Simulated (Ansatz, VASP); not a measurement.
**One calculation of LiTlSe2, two programs**

The input POSCAR:

```
LiTlSe2
1.0
    4.2639248188      0.0000000000      0.0000000000
    0.0000000000      4.2639248188      0.0000000000
    0.0000000000      0.0000000000      5.9802485742
Li Se Tl
1 2 1
Direct
    0.0000000000      0.0000000000      0.0000000000
    0.0000000000      0.5000000000      0.2292133877
    0.5000000000      0.0000000000      0.7707866123
    0.5000000000      0.5000000000      0.5000000000
```

File INCAR.step1:

```
SYSTEM = LiTlSe2
ALGO     = Normal         ! electronic algorithm
EDIFF    = 1E-5           ! SCF threshold, eV
ENCUT    = 650            ! plane-wave cutoff, eV
GGA      = PE             ! functional
GGA_COMPAT= .False.      
ISIF     = 2              ! what is computed and relaxed
ISMEAR   = 0              ! smearing method
KPAR     = 4            
LASPH    = .True.         ! aspherical terms in the spheres
LCHARG   = .False.        ! write CHGCAR
LREAL    = .False.        ! projectors in reciprocal space
LWAVE    = .True.         ! write WAVECAR
NBANDS   = 22             ! bands
NELM     = 120            ! most SCF steps
PREC     = Accurate       ! precision mode
SIGMA    = 0.01           ! smearing width, eV
```

Contents of INCAR.step2:

```
SYSTEM = LiTlSe2
ALGO     = Normal         ! electronic algorithm
EDIFF    = 1E-6           ! SCF threshold, eV
ENCUT    = 650            ! plane-wave cutoff, eV
GGA      = PE             ! functional
GGA_COMPAT= .False.      
HFSCREEN = 0.2079         ! screening, 1/A
ISIF     = 2              ! what is computed and relaxed
ISMEAR   = 0              ! smearing method
ISTART   = 1            
KPAR     = 4            
LASPH    = .True.         ! aspherical terms in the spheres
LCHARG   = .False.        ! write CHGCAR
LHFCALC  = .True.         ! exact exchange
LREAL    = .False.        ! projectors in reciprocal space
LWAVE    = .False.        ! write WAVECAR
NBANDS   = 22             ! bands
NELM     = 120            ! most SCF steps
PREC     = Accurate       ! precision mode
PRECFOCK = Normal       
SIGMA    = 0.01           ! smearing width, eV
```

Contents of KPOINTS:

```
k-points
0
Gamma
  4 4 4
  0 0 0
```

Input for Ansatz:

```yaml
crystal:
  lattice:
    - [4.2639248188, 0.0, 0.0]
    - [0.0, 4.2639248188, 0.0]
    - [0.0, 0.0, 5.9802485742]
  atoms:
    - { symbol: Li, position: [0.0, 0.0, 0.0] }
    - { symbol: Se, position: [0.0, 0.5, 0.2292133877] }
    - { symbol: Tl, position: [0.5, 0.5, 0.5] }
    - { symbol: Se, position: [0.5, 0.0, 0.7707866123] }
kpoints:
  mp_grid: { grid: [4, 4, 4] }
  band_path:
    path:
      - [0.0, 0.0, 0.0]
      - [0.0, 0.5, 0.0]
      - [0.5, 0.5, 0.0]
      - [0.0, 0.0, 0.5]
      - [0.0, 0.5, 0.5]
      - [0.5, 0.5, 0.5]
    npoints: 1
hamiltonian:
  xc: hse06
scf:
  occupations: { method: fixed }
  n_extra_bands: 5
output:
  forces: true
  stress: true
  eigenvalues: true
```

Alike in both runs: task single point; functional HSE06; k mesh 4 × 4 × 4; no spin polarisation.

|  | VASP | Ansatz |
| --- | --- | --- |
| version | VASP 6.6.1 | Ansatz 0.2.0 |
| potentials or method | VASP PAW PBE potentials, release 64 (Li_sv, Se, Tl_d) | plane waves, PAW |
| plane-wave cutoff (eV) | 650 | 420 |
| occupations | gaussian, width 0.01 eV | fixed |
| valence electrons in the cell | 28 | 48 |

|  | VASP | Ansatz | Ansatz less VASP |
| --- | --- | --- | --- |
| gap on the k mesh at the Fermi level (eV) | 1.16 | 1.17 | +0.004 |
| pressure (GPa) | -0.4 | -0.3 | +0.08 |
| rms of the force components (eV/Å) | 0.050 | 0.049 | -0.0005 |

VASP's potentials hold 28 valence electrons a cell and Ansatz's 48, so a difference there can come from the potentials and not from the codes. Ansatz's warnings: stress exchange threshold loose, stress scf threshold loose.

Spin-orbit coupling is off throughout.
